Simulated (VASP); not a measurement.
# LiH in VASP: further runs

The runs below take LiH through electric field gradients, with LDA.

Program: VASP 6.6.1. These are calculated values, not measurements. Logs are shortened: lines on timing, memory, paths and dates and some standing lists are left out, and cuts for length are marked.

### Step 1. The cell of the first run

Symmetry: R-3m, No. 166, trigonal system. Conventional cell: a = 2.846 Å, b = 2.846 Å, c = 7.182 Å, α = 90.00°, β = 90.00°, γ = 120.00°. Li (site symmetry -3m) has 6 H at 2.03 Å within 2.7 Å. H (site symmetry -3m) has 6 Li at 2.03 Å within 2.7 Å.

### Step 2. Electric field gradients, LDA (equal xy, yz and zx shear strains of +2 %)

INCAR reads:

```
PREC = Accurate ; ENCUT = 520
EDIFF = 1E-8 ; ISMEAR = -1
SIGMA = 0.03 ; LREAL = False
LASPH = True ; NELM = 100
ALGO = Normal ; ISIF = 2
LWAVE = False ; LCHARG = False
GGA = CA ; LEFG = True
NBANDS = 9
```

KPOINTS reads:

```
regular mesh
0
Gamma
  11 11 11
```

POSCAR reads:

```
LiH
1.0
    0.0406500000      2.0528250000      2.0528250000
    2.0528250000      0.0406500000      2.0528250000
    2.0528250000      2.0528250000      0.0406500000
Li H
1 1
Direct
    0.0000000000      0.0000000000      0.0000000000
    0.5000000000      0.5000000000      0.5000000000
```

Potentials or basis: VASP PAW LDA potentials, release 64 (Li_sv, H).

On the command line:

```
$ cat potpaw_LDA.64/Li_sv/POTCAR potpaw_LDA.64/H/POTCAR > POTCAR
$ mpirun -np 1 vasp_std > vasp.out
```

OUTCAR:

```text
PREC = Accurate
   ENCUT = 520
   EDIFF = 1E-8
   ISMEAR = -1
   LREAL = False
   LASPH = True
   NELM = 100
   ISIF = 2
   GGA = CA

 ion  position               nearest neighbor table
   1  0.000  0.000  0.000-
   2  0.500  0.500  0.500-

  LATTYP: Found a trigonal (rhomboedric) cell.
 ALAT       =     2.9034175352
 COS(alpha) =     0.5197000882

  Lattice vectors:

 A1 = (   0.0406500000,   2.0528250000,   2.0528250000)
 A2 = (   2.0528250000,   0.0406500000,   2.0528250000)
 A3 = (   2.0528250000,   2.0528250000,   0.0406500000)

Analysis of symmetry for initial positions (statically):
=====================================================================
 Subroutine PRICEL returns:
 Original cell was already a primitive cell.

 Routine SETGRP: Setting up the symmetry group for a
 trigonal (rhombohedral) supercell.

 Subroutine GETGRP returns: Found 12 space group operations
 (whereof 12 operations were pure point group operations)
 out of a pool of 12 trial point group operations.

The static configuration has the point symmetry D_3d.

Analysis of symmetry for dynamics (positions and initial velocities):
=====================================================================
 Subroutine PRICEL returns:
 Original cell was already a primitive cell.

 Routine SETGRP: Setting up the symmetry group for a
 trigonal (rhombohedral) supercell.

 Subroutine GETGRP returns: Found 12 space group operations
 (whereof 12 operations were pure point group operations)
 out of a pool of 12 trial point group operations.

The dynamic configuration has the point symmetry D_3d.

 Subroutine INISYM returns: Found 12 space group operations
 (whereof 12 operations are pure point group operations),
 and found     1 'primitive' translations

----------------------------------------------------------------------------------------

                                     Primitive cell

  volume of cell :      16.7877

  direct lattice vectors                    reciprocal lattice vectors
     0.040650000  2.052825000  2.052825000    -0.250923484  0.246051183  0.246051183
     2.052825000  0.040650000  2.052825000     0.246051183 -0.250923484  0.246051183
     2.052825000  2.052825000  0.040650000     0.246051183  0.246051183 -0.250923484

  length of vectors
     2.903417535  2.903417535  2.903417535     0.429004620  0.429004620  0.429004620

  position of ions in fractional coordinates (direct lattice)
     0.000000000  0.000000000  0.000000000
     0.500000000  0.500000000  0.500000000

  ion indices of the primitive-cell ions
   primitive index   ion index
                 1           1
                 2           2

----------------------------------------------------------------------------------------

 KPOINTS: regular mesh

Automatic generation of k-mesh.
 Grid dimensions read from file:
 generate k-points for:   11   11   11

 Generating k-lattice:

  Cartesian coordinates                     Fractional coordinates (reciprocal lattice)
    -0.022811226  0.022368289  0.022368289     0.090909091  0.000000000  0.000000000
     0.022368289 -0.022811226  0.022368289     0.000000000  0.090909091  0.000000000
     0.022368289  0.022368289 -0.022811226     0.000000000  0.000000000  0.090909091

  Length of vectors
     0.039000420  0.039000420  0.039000420

  Shift w.r.t. Gamma in fractional coordinates (k-lattice)
     0.000000000  0.000000000  0.000000000

 Subroutine IBZKPT returns following result:
 ===========================================

 Found    146 irreducible k-points:

 Following reciprocal coordinates:
            Coordinates               Weight
  0.000000  0.000000  0.000000      1.000000
  0.090909  0.000000  0.000000      6.000000
  0.181818  0.000000  0.000000      6.000000
  0.272727  0.000000 -0.000000      6.000000
  0.363636  0.000000  0.000000      6.000000
  0.454545  0.000000  0.000000      6.000000
[... 16 lines left out ...]
 -0.272727  0.181818 -0.000000     12.000000
 -0.181818  0.181818  0.000000      6.000000
 [... further k-points ...]
   k-points           NKPTS =    146   k-points in BZ     NKDIM =    146   number of bands    NBANDS=      9
   number of dos      NEDOS =    301   number of ions     NIONS =      2
   total plane-waves  NPLWV =  13824
   dimension x,y,z NGX =    24 NGY =   24 NGZ =   24
   dimension x,y,z NGXF=    48 NGYF=   48 NGZF=   48
   ions per type =               1   1
   NGX,Y,Z   is equivalent  to a cutoff of  13.74, 13.74, 13.74 a.u.
   NGXF,Y,Z  is equivalent  to a cutoff of  27.48, 27.48, 27.48 a.u.
 SYSTEM =  unknown system
   PREC   = accura    normal or accurate (medium, high low for compatibility)
   ISTART =      0    job   : 0-new  1-cont  2-samecut
   ICHARG =      2    charge: 1-file 2-atom 10-const
   ISPIN  =      1    spin polarized calculation?
   LNONCOLLINEAR =      F non collinear calculations
   LSORBIT =      F    spin-orbit coupling
   LASPH  =      T    aspherical Exc in radial PAW
   ENCUT  =  520.0 eV  38.22 Ry    6.18 a.u.   5.40  5.40  5.40*2*pi/ulx,y,z
   NELM   =    100;   NELMIN=  2; NELMDL= -5     # of ELM steps
   EDIFF  = 0.1E-07   stopping-criterion for ELM
   LREAL  =      F    real-space projection
   EDIFFG = 0.1E-06   stopping-criterion for IOM
   NSW    =      0    number of steps for IOM
   IBRION =     -1    ionic relax: 0-MD 1-quasi-New 2-CG
   NFREE  =      0    steps in history (QN), initial steepest desc. (CG)
   ISIF   =      2    stress and relaxation
   ISYM   =      2    0-nonsym 1-usesym 2-fastsym
   POTIM  = 0.5000    time-step for ionic-motion
   TEBEG  =    0.0;   TEEND  =   0.0 temperature during run
   PSTRESS=    0.0 pullay stress
   NELECT =       4.0000    total number of electrons
   NUPDOWN=      -1.0000    fix difference up-down
   EMIN   =  10.00;   EMAX   =-10.00  energy-range for DOS
   EFERMI =   0.00;   METHOD = LEGACY
   ISMEAR =    -1;   SIGMA  =   0.03  broadening in eV -4-tet -1-fermi 0-gaus
   EFERMI_NEDOS =   21; number of points for ismear=-14 and -15
   IALGO  =     38    algorithm
   IMIX   =      4    mixing-type and parameters
     AMIX     =   0.40;   BMIX     =  1.00
     AMIX_MAG =   1.60;   BMIX_MAG =  1.00
  volume/ion in A,a.u.               =       8.39        56.64
  Fermi-wavevector in a.u.,A,eV,Ry     =   1.014918  1.917916 14.014784  1.030058
  Thomas-Fermi vector in A             =   2.148173
   LORBIT       =      0    0 simple, 1 ext, 2 COOP (PROOUT), +10 PAW based schemes
   GGA     = CA    functional components
   LHFCALC =     F    Hartree Fock is set to
   AEXX    =    0.0000 exact exchange contribution
   IVDW    =     0    specifies the selected vdW correction
   LEPSILON=     F    determine dielectric tensor
   LRPA    =     F    only Hartree local field effects (RPA)
 non-spin polarized calculation
  energy-cutoff  :      520.00
  volume of cell :       16.79
 maximum number of plane-waves:       467
 NGX is ok and might be reduce to    24
   NGX = 11   NGY = 11   NGZ = 11

 number of electron       3.9999998 magnetization

 Free energy of the ion-electron system (eV)
  ---------------------------------------------------
  ext. energy  EPLUGINS =         0.00000000
  ---------------------------------------------------
  free energy    TOTEN  =        -6.46923567 eV

  energy without entropy =       -6.46923567  energy(sigma->0) =       -6.46923567

 E-fermi :   0.7596     XC(G=0):  -8.6706

 val. band max:       -0.0238780664   @ k =  -0.4545   0.4545   0.0000
 cond. band min:       2.7980896568   @ k =  -0.4545  -0.4545   0.0909
 fundamental gap:      2.8219677231
 Fermi energy:         0.7595954928

 k-point     1 :       0.0000    0.0000    0.0000
  band No.  band energies     occupation
      1     -43.4962      2.00000
      2      -5.3920      2.00000
      3      15.5713      0.00000
      4      16.4028      0.00000
      5      17.2826      0.00000
      6      17.2826      0.00000
      7      21.1169      0.00000
      8      22.1073      0.00000
      9      22.1073      0.00000
[... 265 lines left out ...]
 k-point    24 :      -0.1818    0.1818    0.0000
  band No.  band energies     occupation
      1     -43.4651      2.00000
      2      -3.8617      2.00000
      3       9.9040      0.00000
      4       9.9151      0.00000
      5      15.2212      0.00000
      6      16.5475      0.00000
      7      20.3354      0.00000
      8      22.4248      0.00000
      9      23.8025      0.00000

 [... further k-points ...]

------------------------ aborting loop because EDIFF is reached ----------------------------------------

  FORCE on cell =-STRESS in cart. coord.  units (eV):
  Direction    XX          YY          ZZ          XY          YZ          ZX
  --------------------------------------------------------------------------------------
  -------------------------------------------------------------------------------------
  Total       -0.4283132     -0.4283132     -0.4283132     -0.0983579     -0.0983579     -0.0983579
  in kB      -40.8770768    -40.8770768    -40.8770768     -9.3870144     -9.3870144     -9.3870144
  external PRESSURE =     -40.8770768 kB  Pullay stress =       0.0000000 kB

 VOLUME and BASIS-vectors are now :
 -----------------------------------------------------------------------------
  energy-cutoff  :      520.00
  volume of cell :       16.79
      direct lattice vectors                 reciprocal lattice vectors
     0.040650000  2.052825000  2.052825000    -0.250923484  0.246051183  0.246051183
     2.052825000  0.040650000  2.052825000     0.246051183 -0.250923484  0.246051183
     2.052825000  2.052825000  0.040650000     0.246051183  0.246051183 -0.250923484

 POSITION                                       TOTAL-FORCE (eV/Angst)
 -----------------------------------------------------------------------------------
      0.00000      0.00000      0.00000         0.000000     -0.000000      0.000000
      2.07315      2.07315      2.07315        -0.000000      0.000000     -0.000000
 -----------------------------------------------------------------------------------
    total drift:                                0.000000     -0.000000     -0.000000

  FREE ENERGIE OF THE ION-ELECTRON SYSTEM (eV)
  ---------------------------------------------------
  free  energy   TOTEN  =        -6.4692356674 eV

  energy  without entropy=       -6.4692356674  energy(sigma->0) =       -6.46923567

 Electric field gradients (V/A^2)
---------------------------------------------------------------------
 ion       V_xx      V_yy      V_zz      V_xy      V_xz      V_yz
---------------------------------------------------------------------
   1      -0.000     0.000    -0.000    -0.064    -0.064    -0.064
   2       0.000     0.000    -0.000     0.081     0.081     0.081
---------------------------------------------------------------------

 Electric field gradients after diagonalization (V/A^2)
 (convention: |V_zz| > |V_xx| > |V_yy|)
----------------------------------------------------------------------
 ion       V_xx      V_yy      V_zz     asymmetry (V_yy - V_xx)/ V_zz
----------------------------------------------------------------------
   1       0.064     0.064    -0.127       0.000
   2      -0.081    -0.081     0.163       0.000
----------------------------------------------------------------------

           NMR quadrupolar parameters

 Cq : quadrupolar parameter    Cq=e*Q*V_zz/h
 eta: asymmetry parameters     (V_yy - V_xx)/ V_zz
 Q  : nuclear electric quadrupole moment in mb (millibarn)
----------------------------------------------------------------------
 ion       Cq(MHz)       eta       Q (mb)
----------------------------------------------------------------------
   1      -0.000       0.000       1.000
   2       0.000       0.000       1.000
----------------------------------------------------------------------
```

Run time: 23 s. Hardware: 1 thread of AMD EPYC 7R13 (Zen 3), shared host; peak memory 0.1 GiB.

What came out:

* Free energy: -6.4692 eV
* Band gap on the k mesh: 2.82 eV, indirect (least direct gap 2.83 eV)

Levels at points of the mesh, in eV from the valence-band top:
| k point | band 1 | band 2 | band 3 | band 4 | band 5 | band 6 |
| --- | --- | --- | --- | --- | --- | --- |
| (0.00, 0.00, 0.00) | -43.47 | -5.37 | 15.60 | 16.43 | 17.31 | 17.31 |

Caveat: the cell differs from its parent crystal (equal xy, yz and zx shear strains of +2 %); the cutoff is under 1.25 times the usual one of these potentials, so pressure, stress and relaxed cells hold a basis-set (Pulay) error; without QUAD_EFG the Cq values of the log hold for a quadrupole moment of 1 mb, not for the nuclei. A k mesh can miss the band edges.

### Step 3. Electric field gradients, LDA (equal xx and yy strain of -2 %)

INCAR reads:

```
SYSTEM = LiH
PREC = Accurate
ENCUT = 520
EDIFF = 1E-8
ISMEAR = -1
SIGMA = 0.03
LREAL = .FALSE.
LASPH = .TRUE.
NELM = 100
ALGO = Normal
ISIF = 2
LWAVE = .FALSE.
LCHARG = .FALSE.
LEFG = .TRUE.
NBANDS = 9
```

KPOINTS reads:

```
Automatic mesh
0
G
  11 11 11
  0 0 0
```

POSCAR reads:

```
LiH
1.0
    0.0000000000      1.9918500000      2.0325000000
    1.9918500000      0.0000000000      2.0325000000
    1.9918500000      1.9918500000      0.0000000000
Li H
1 1
Direct
    0.0000000000      0.0000000000      0.0000000000
    0.5000000000      0.5000000000      0.5000000000
```

Potentials or basis: VASP PAW LDA potentials, release 64 (Li_sv, H).

On the command line:

```
$ cat potpaw_LDA.64/Li_sv/POTCAR potpaw_LDA.64/H/POTCAR > POTCAR
$ mpirun -np 1 vasp_std > vasp.out
```

OUTCAR:

```text
SYSTEM = LiH
   PREC = Accurate
   ENCUT = 520
   EDIFF = 1E-8
   ISMEAR = -1
   LREAL = .FALSE.
   LASPH = .TRUE.
   NELM = 100
   ISIF = 2

 ion  position               nearest neighbor table
   1  0.000  0.000  0.000-
   2  0.500  0.500  0.500-

  LATTYP: Found a body centered tetragonal cell.
 ALAT       =     2.8169012842
 C/A-ratio  =     1.4430750636

  Lattice vectors:

 A1 = (  -1.9918500000,   0.0000000000,   2.0325000000)
 A2 = (   1.9918500000,   0.0000000000,   2.0325000000)
 A3 = (   0.0000000000,   1.9918500000,  -2.0325000000)

Analysis of symmetry for initial positions (statically):
=====================================================================
 Subroutine PRICEL returns:
 Original cell was already a primitive cell.

 Routine SETGRP: Setting up the symmetry group for a
[... 477 lines left out ...]
  energy-cutoff  :      520.00
  volume of cell :       16.13
      direct lattice vectors                 reciprocal lattice vectors
     0.000000000  1.991850000  2.032500000    -0.251022918  0.251022918  0.246002460
     1.991850000  0.000000000  2.032500000     0.251022918 -0.251022918  0.246002460
     1.991850000  1.991850000  0.000000000     0.251022918  0.251022918 -0.246002460

 POSITION                                       TOTAL-FORCE (eV/Angst)
 -----------------------------------------------------------------------------------
      0.00000      0.00000      0.00000        -0.000000      0.000000     -0.000000
      1.99185      1.99185      2.03250         0.000000      0.000000      0.000000
 -----------------------------------------------------------------------------------
    total drift:                                0.000000     -0.000000     -0.000000

  FREE ENERGIE OF THE ION-ELECTRON SYSTEM (eV)
  ---------------------------------------------------
  free  energy   TOTEN  =        -6.4848280173 eV

  energy  without entropy=       -6.4848280172  energy(sigma->0) =       -6.48482802

 Electric field gradients (V/A^2)
---------------------------------------------------------------------
 ion       V_xx      V_yy      V_zz      V_xy      V_xz      V_yz
---------------------------------------------------------------------
   1      -0.066    -0.066     0.132    -0.000    -0.001    -0.001
   2       0.157     0.157    -0.314     0.001     0.000     0.000
---------------------------------------------------------------------

 Electric field gradients after diagonalization (V/A^2)
 (convention: |V_zz| > |V_xx| > |V_yy|)
----------------------------------------------------------------------
 ion       V_xx      V_yy      V_zz     asymmetry (V_yy - V_xx)/ V_zz
----------------------------------------------------------------------
   1      -0.067    -0.066     0.132       0.007
   2       0.158     0.156    -0.314       0.004
----------------------------------------------------------------------

           NMR quadrupolar parameters

 Cq : quadrupolar parameter    Cq=e*Q*V_zz/h
 eta: asymmetry parameters     (V_yy - V_xx)/ V_zz
 Q  : nuclear electric quadrupole moment in mb (millibarn)
----------------------------------------------------------------------
 ion       Cq(MHz)       eta       Q (mb)
----------------------------------------------------------------------
   1       0.000       0.007       1.000
   2      -0.001       0.004       1.000
----------------------------------------------------------------------
```

OSZICAR:

```text
N       E                     dE             d eps       ncg     rms          rms(c)
DAV:   1    -0.211925396781E+01   -0.21193E+01   -0.14431E+03  2276   0.401E+02
DAV:   2    -0.667944111552E+01   -0.45602E+01   -0.45424E+01  3243   0.548E+01
DAV:   3    -0.673855762078E+01   -0.59117E-01   -0.59086E-01  2803   0.532E+00
DAV:   4    -0.673884521009E+01   -0.28759E-03   -0.28755E-03  3170   0.302E-01
DAV:   5    -0.673884651876E+01   -0.13087E-05   -0.13087E-05  2867   0.132E-02    0.280E+00
DAV:   6    -0.654772981674E+01    0.19112E+00   -0.16925E-01  2512   0.118E+00    0.137E+00
DAV:   7    -0.648411981707E+01    0.63610E-01   -0.19731E-01  2757   0.141E+00    0.201E-01
DAV:   8    -0.648488616397E+01   -0.76635E-03   -0.36671E-03  2507   0.416E-01    0.446E-02
DAV:   9    -0.648482783348E+01    0.58330E-04   -0.19797E-04  2931   0.523E-02    0.534E-03
DAV:  10    -0.648482794589E+01   -0.11241E-06   -0.51457E-06  2737   0.170E-02    0.336E-03
DAV:  11    -0.648482800728E+01   -0.61390E-07   -0.95900E-08  3067   0.149E-03    0.435E-04
DAV:  12    -0.648482801897E+01   -0.11691E-07   -0.35075E-09  2191   0.507E-04    0.543E-04
DAV:  13    -0.648482801728E+01    0.16872E-08   -0.43583E-09  1384   0.249E-04
   1 F= -.64848280E+01 E0= -.64848280E+01  d E =-.333732E-10
```

It took 7.1 s on 1 thread of Intel Xeon 6975P-C (Granite Rapids), shared host; peak memory 0.13 GiB.

What came out:

- Free energy: -6.4848 eV
- Band gap on the k mesh: 2.59 eV, indirect (least direct gap 2.73 eV)

Electric field gradients, principal values (V/Å²):
```
atom   least  middle  greatest (by size)
1 Li  -0.066  -0.067               0.132
 2 H   0.156   0.158              -0.314
```

Caveat: the cell differs from its parent crystal (equal xx and yy strain of -2 %); the cutoff is under 1.25 times the usual one of these potentials, so pressure, stress and relaxed cells hold a basis-set (Pulay) error; without QUAD_EFG the Cq values of the log hold for a quadrupole moment of 1 mb, not for the nuclei. A k mesh can miss the band edges.
